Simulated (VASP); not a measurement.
# K3Ge in VASP: a series of runs

Runs on K3Ge. Level: PBE. Tasks: single point.

All numbers are computed with VASP 6.6.1; they aren't measurements. Logs are shortened: lines on timing, memory, paths and dates and some standing lists are left out, and cuts for length are marked.

## Step 1: The cell of the first run

It takes space group P4/mmm (No. 123, tetragonal). Conventional cell: a = 5.535 Å, b = 5.535 Å, c = 5.476 Å, α = 90.00°, β = 90.00°, γ = 90.00°. K (site symmetry mmm) has 8 K at 3.89 to 3.91 Å and 4 Ge at 3.89 Å within 5.1 Å. K (site symmetry 4/mmm) has 8 K at 3.89 Å and 4 Ge at 3.91 Å within 5.1 Å. Within 5.1 Å of Ge (site symmetry 4/mmm) lie 12 K at 3.89 to 3.91 Å.

## Step 2: Single point, PBE

Contents of INCAR:

```
ALGO = Fast
EDIFF = 1E-6
ENCUT = 520
GGA = PE
ISIF = 2
ISMEAR = 0
LASPH = True
LCHARG = False
LREAL = False
LWAVE = False
NBANDS = 28
NELM = 100
PREC = Accurate
SIGMA = 0.1
```

Contents of KPOINTS:

```
k-points
0
Gamma
  10 10 10
```

Contents of POSCAR:

```
K3Ge
1.0
    5.5354642341      0.0000000000      0.0000000000
    0.0000000000      5.5354642341      0.0000000000
    0.0000000000      0.0000000000      5.4764281986
K Ge
3 1
Direct
    0.0000000000      0.5000000000      0.5000000000
    0.5000000000      0.0000000000      0.5000000000
    0.5000000000      0.5000000000      0.0000000000
    0.0000000000      0.0000000000      0.0000000000
```

Potentials or basis: VASP PAW PBE potentials, release 64 (K_sv, Ge_d).

The run is started by

```sh
cat potpaw_PBE.64/K_sv/POTCAR potpaw_PBE.64/Ge_d/POTCAR > POTCAR
mpirun -np 1 vasp_std > vasp.out
```

OUTCAR:

```text
EDIFF = 1E-6
   ENCUT = 520
   GGA = PE
   ISIF = 2
   ISMEAR = 0
   LASPH = True
   LREAL = False
   NELM = 100
   PREC = Accurate

 ion  position               nearest neighbor table
   1  0.000  0.500  0.500-
   2  0.500  0.000  0.500-
   3  0.500  0.500  0.000-
   4  0.000  0.000  0.000-

  LATTYP: Found a simple tetragonal cell.
 ALAT       =     5.5354642341
 C/A-ratio  =     0.9893349441

  Lattice vectors:

 A1 = (   5.5354642341,   0.0000000000,   0.0000000000)
 A2 = (   0.0000000000,   5.5354642341,   0.0000000000)
 A3 = (   0.0000000000,   0.0000000000,   5.4764281986)

Analysis of symmetry for initial positions (statically):
=====================================================================
 Subroutine PRICEL returns:
 Original cell was already a primitive cell.

 Routine SETGRP: Setting up the symmetry group for a
 simple tetragonal supercell.

 Subroutine GETGRP returns: Found 16 space group operations
 (whereof 16 operations were pure point group operations)
 out of a pool of 16 trial point group operations.

The static configuration has the point symmetry D_4h.

Analysis of symmetry for dynamics (positions and initial velocities):
=====================================================================
 Subroutine PRICEL returns:
 Original cell was already a primitive cell.

 Routine SETGRP: Setting up the symmetry group for a
 simple tetragonal supercell.

 Subroutine GETGRP returns: Found 16 space group operations
 (whereof 16 operations were pure point group operations)
 out of a pool of 16 trial point group operations.

The dynamic configuration has the point symmetry D_4h.

 Subroutine INISYM returns: Found 16 space group operations
 (whereof 16 operations are pure point group operations),
 and found     1 'primitive' translations

----------------------------------------------------------------------------------------

                                     Primitive cell

  volume of cell :     167.8052

  direct lattice vectors                    reciprocal lattice vectors
     5.535464234  0.000000000  0.000000000     0.180653322  0.000000000  0.000000000
     0.000000000  5.535464234  0.000000000     0.000000000  0.180653322  0.000000000
     0.000000000  0.000000000  5.476428199     0.000000000  0.000000000  0.182600769
[... 80 lines left out ...]
   ISTART =      0    job   : 0-new  1-cont  2-samecut
   ICHARG =      2    charge: 1-file 2-atom 10-const
   ISPIN  =      1    spin polarized calculation?
   LNONCOLLINEAR =      F non collinear calculations
   LSORBIT =      F    spin-orbit coupling
   LASPH  =      T    aspherical Exc in radial PAW
   ENCUT  =  520.0 eV  38.22 Ry    6.18 a.u.  10.29 10.29 10.18*2*pi/ulx,y,z
   NELM   =    100;   NELMIN=  2; NELMDL= -5     # of ELM steps
   EDIFF  = 0.1E-05   stopping-criterion for ELM
   LREAL  =      F    real-space projection
   EDIFFG = 0.1E-04   stopping-criterion for IOM
   NSW    =      0    number of steps for IOM
   IBRION =     -1    ionic relax: 0-MD 1-quasi-New 2-CG
   NFREE  =      0    steps in history (QN), initial steepest desc. (CG)
   ISIF   =      2    stress and relaxation
   ISYM   =      2    0-nonsym 1-usesym 2-fastsym
   POTIM  = 0.5000    time-step for ionic-motion
   TEBEG  =    0.0;   TEEND  =   0.0 temperature during run
   PSTRESS=    0.0 pullay stress
   NELECT =      41.0000    total number of electrons
   NUPDOWN=      -1.0000    fix difference up-down
   EMIN   =  10.00;   EMAX   =-10.00  energy-range for DOS
   EFERMI =   0.00;   METHOD = LEGACY
   ISMEAR =     0;   SIGMA  =   0.10  broadening in eV -4-tet -1-fermi 0-gaus
   EFERMI_NEDOS =   21; number of points for ismear=-14 and -15
   IALGO  =     68    algorithm
   IMIX   =      4    mixing-type and parameters
     AMIX     =   0.40;   BMIX     =  1.00
     AMIX_MAG =   1.60;   BMIX_MAG =  1.00
  volume/ion in A,a.u.               =      41.95       283.10
  Fermi-wavevector in a.u.,A,eV,Ry     =   1.023452  1.934044 14.251486  1.047455
  Thomas-Fermi vector in A             =   2.157187
   LORBIT       =      0    0 simple, 1 ext, 2 COOP (PROOUT), +10 PAW based schemes
   GGA     = PE    functional components
   LHFCALC =     F    Hartree Fock is set to
   AEXX    =    0.0000 exact exchange contribution
   IVDW    =     0    specifies the selected vdW correction
   LEPSILON=     F    determine dielectric tensor
   LRPA    =     F    only Hartree local field effects (RPA)
 non-spin polarized calculation
 RMM-DIIS sequential band-by-band and
 Gauss-broadening in eV      SIGMA  =   0.10
  energy-cutoff  :      520.00
  volume of cell :      167.81
 maximum number of plane-waves:      4568
 NGX is ok and might be reduce to    42
   NGX = 21   NGY = 21   NGZ = 21

 number of electron      41.0000013 magnetization

 Free energy of the ion-electron system (eV)
  ---------------------------------------------------
  ext. energy  EPLUGINS =         0.00000000
  ---------------------------------------------------
  free energy    TOTEN  =        -6.85943867 eV

  energy without entropy =       -6.83103550  energy(sigma->0) =       -6.84523708

 E-fermi :   1.0008     XC(G=0):  -7.2565

 val. band max:        0.9999108419   @ k =   0.3000   0.1000   0.5000
 cond. band min:       1.0015472397   @ k =   0.3000   0.2000   0.1000
 fundamental gap:      0.0016363978
 Fermi energy:         1.0008116327

 k-point     1 :       0.0000    0.0000    0.0000
  band No.  band energies     occupation
      1     -30.7198      2.00000
      2     -30.6723      2.00000
      3     -30.6574      2.00000
      4     -22.9313      2.00000
      5     -22.9305      2.00000
      6     -22.9305      2.00000
[... 733 lines left out ...]
     27       4.1344      0.00000
     28       4.1909      0.00000

 [... further k-points ...]
[... 5 lines left out ...]
  --------------------------------------------------------------------------------------
  -------------------------------------------------------------------------------------
  Total       -0.0229022     -0.0229022     -0.0218452      0.0000000      0.0000000     -0.0000000
  in kB       -0.2186665     -0.2186665     -0.2085740      0.0000000      0.0000000     -0.0000000
  external PRESSURE =      -0.2153023 kB  Pullay stress =       0.0000000 kB

 VOLUME and BASIS-vectors are now :
 -----------------------------------------------------------------------------
  energy-cutoff  :      520.00
  volume of cell :      167.81
      direct lattice vectors                 reciprocal lattice vectors
     5.535464234  0.000000000  0.000000000     0.180653322  0.000000000  0.000000000
     0.000000000  5.535464234  0.000000000     0.000000000  0.180653322  0.000000000
     0.000000000  0.000000000  5.476428199     0.000000000  0.000000000  0.182600769

 POSITION                                       TOTAL-FORCE (eV/Angst)
 -----------------------------------------------------------------------------------
      0.00000      2.76773      2.73821         0.000000      0.000000      0.000000
      2.76773      0.00000      2.73821         0.000000      0.000000      0.000000
      2.76773      2.76773      0.00000         0.000000      0.000000      0.000000
      0.00000      0.00000      0.00000         0.000000      0.000000      0.000000
 -----------------------------------------------------------------------------------
    total drift:                                0.000000     -0.000000     -0.000000

  FREE ENERGIE OF THE ION-ELECTRON SYSTEM (eV)
  ---------------------------------------------------
  free  energy   TOTEN  =        -6.8594386665 eV

  energy  without entropy=       -6.8310355010  energy(sigma->0) =       -6.84523708
```

stdout:

```text
POSCAR found type information on POSCAR K Ge
 POSCAR found :  2 types and       4 ions
 scaLAPACK will be used
 LDA part: xc-table for (Slater+PW92), standard interpolation
 POSCAR, INCAR and KPOINTS ok, starting setup
 FFT: planning ... GRIDC
 FFT: planning ... GRID_SOFT
 FFT: planning ... GRID
 WAVECAR not read
 entering main loop
WARNING in EDDRMM: call to ZHEGV failed, returncode =   8  4     15
WARNING in EDDRMM: call to ZHEGV failed, returncode =   6  3     17
WARNING in EDDRMM: call to ZHEGV failed, returncode =   6  3     16
WARNING in EDDRMM: call to ZHEGV failed, returncode =   6  3     24
WARNING in EDDRMM: call to ZHEGV failed, returncode =   6  3     18
WARNING in EDDRMM: call to ZHEGV failed, returncode =   6  3     10
```

Wall time 25 min (1 thread of Intel Xeon Platinum 8259CL at 2.50GHz (Skylake/Cascade Lake), shared host); peak memory 0.63 GiB.

Results:

- Free energy: -6.8594 eV
- Pressure: 0.0 GPa
- Band gap on the k mesh: zero (an odd number of electrons rules out a gap without spin polarisation)

## Step 3: Single point, PBE

This run uses another cell than the first one, of 39.21 Å³/atom.

Contents of INCAR:

```
PREC = Accurate
ENCUT = 520
EDIFF = 1E-7
ISMEAR = 0
SIGMA = 0.1
LREAL = False
LASPH = True
NELM = 60
ALGO = Normal
ISIF = 2
LWAVE = False
LCHARG = True
GGA = PE
LELF = True
LVHAR = True
NBANDS = 28
```

Contents of KPOINTS:

```
Automatic mesh
0
Gamma
  4 4 4
```

Contents of POSCAR:

```
K3Ge
1.0
    5.4113706750      0.0000000000      0.0000000000
    0.0000000000      5.4113706750      0.0000000000
    0.0000000000      0.0000000000      5.3557493373
K Ge
3 1
Direct
    0.0000000000      0.5000000000      0.5000000000
    0.5000000000      0.0000000000      0.5000000000
    0.5000000000      0.5000000000      0.0000000000
    0.0000000000      0.0000000000      0.0000000000
```

Potentials or basis: VASP PAW PBE potentials, release 64 (K_sv, Ge_d).

The run is started by

```sh
cat potpaw_PBE.64/K_sv/POTCAR potpaw_PBE.64/Ge_d/POTCAR > POTCAR
mpirun -np 1 vasp_std > vasp.out
```

Wall time 62 s (1 thread of Oxide Virtual Turin-like, shared host); peak memory 0.23 GiB.

The run converged. Its results:

- Free energy: -6.8585 eV
- Pressure: 0.6 GPa
- Band gap on the k mesh: zero (an odd number of electrons rules out a gap without spin polarisation)

Stress tensor (GPa, compression positive):
```
0.66 0.00 0.00
0.00 0.66 0.00
0.00 0.00 0.57
```

Levels at points of the mesh, in eV from the Fermi level:
```tsv
k point	band 17	band 18	band 19	band 20	band 21	band 22	band 23	band 24	band 25	band 26
(0.00, 0.00, 0.00)	-15.11	-7.28	-1.14	0.18	0.18	0.22	1.87	1.89	2.51	2.91
(0.50, 0.00, 0.00)	-15.11	-7.10	-1.88	0.02	0.05	0.57	1.65	2.78	3.23	3.31
(0.50, 0.50, 0.00)	-15.02	-7.01	-1.17	-1.17	-0.01	0.20	3.04	3.04	3.08	3.41
(0.00, 0.00, 0.50)	-15.11	-7.09	-1.87	0.02	0.02	0.57	1.64	2.79	3.24	3.24
(0.50, 0.00, 0.50)	-15.04	-7.01	-1.18	-1.15	-0.03	0.23	3.00	3.01	3.05	3.38
(0.50, 0.50, 0.50)	-15.02	-7.02	-0.55	-0.53	-0.53	1.13	1.13	1.14	1.40	4.25
```

## Step 4: Single point, PBE

This run uses another cell than the first one, of 42.19 Å³/atom.

Contents of INCAR:

```
PREC = Accurate
ENCUT = 520
EDIFF = 1E-6
ISMEAR = 0
SIGMA = 0.1
LREAL = False
LASPH = True
NELM = 80
ALGO = Fast
ISIF = 2
LWAVE = False
LCHARG = False
GGA = PE
NBANDS = 28
```

Contents of KPOINTS:

```
Automatic mesh
0
Gamma
  8 8 8
```

Contents of POSCAR:

```
K3Ge
1.0
    5.5261860282      0.0000000000      0.0000000000
    0.0000000000      5.5261860282      0.0000000000
    0.0000000000      0.0000000000      5.5259466047
K Ge
3 1
Direct
    0.0000000000      0.5000000000      0.5000000000
    0.5000000000      0.0000000000      0.5000000000
    0.5000000000      0.5000000000      0.0000000000
    0.0000000000      0.0000000000      0.0000000000
```

The run is started by

```sh
cat potpaw_PBE.64/K_sv/POTCAR potpaw_PBE.64/Ge_d/POTCAR > POTCAR
mpirun -np 1 vasp_std > vasp.out
```

Run time: 20 min. Hardware: 1 thread of Oxide Virtual Turin-like, shared host; peak memory 0.43 GiB.

It converged, with:

```
Free energy            : -6.8617 eV
Pressure               : -0.1 GPa
Band gap on the k mesh : zero (an odd number of electrons rules out a gap without spin polarisation)
```

Levels at points of the mesh, in eV from the Fermi level:
| k point | band 18 | band 19 | band 20 | band 21 | band 22 | band 23 | band 24 | band 25 |
| --- | --- | --- | --- | --- | --- | --- | --- | --- |
| (0.00, 0.00, 0.00) | -7.15 | -1.08 | 0.24 | 0.24 | 0.24 | 1.98 | 1.98 | 2.48 |
| (0.50, 0.00, 0.00) | -7.00 | -1.72 | 0.12 | 0.12 | 0.68 | 1.49 | 2.83 | 3.21 |
| (0.50, 0.50, 0.00) | -6.93 | -1.03 | -1.03 | 0.09 | 0.22 | 3.02 | 3.02 | 3.05 |
| (0.00, 0.00, 0.50) | -7.00 | -1.72 | 0.12 | 0.12 | 0.68 | 1.49 | 2.83 | 3.21 |
| (0.50, 0.00, 0.50) | -6.93 | -1.03 | -1.03 | 0.09 | 0.22 | 3.02 | 3.02 | 3.05 |
| (0.50, 0.50, 0.50) | -6.93 | -0.45 | -0.45 | -0.45 | 1.18 | 1.18 | 1.18 | 1.33 |

## Step 5: Summary

```csv
cell,k mesh,gap on the mesh (eV),pressure (GPa)
"a = 5.535, b = 5.535, c = 5.476 Å, 4 atoms",10 × 10 × 10,none,0.0
"a = 5.411, b = 5.411, c = 5.356 Å, 4 atoms",4 × 4 × 4,none,0.6
"a = 5.526 Å, 4 atoms",8 × 8 × 8,none,-0.1
```

Alike in all rows: task single point; level PBE; potentials or basis VASP PAW PBE potentials, release 64 (K_sv, Ge_d); no spin polarisation; cutoff (eV) 520; smearing gaussian 0.1 eV.

Total energies depend on the potentials used, so only differences within one code and one set of settings carry meaning.
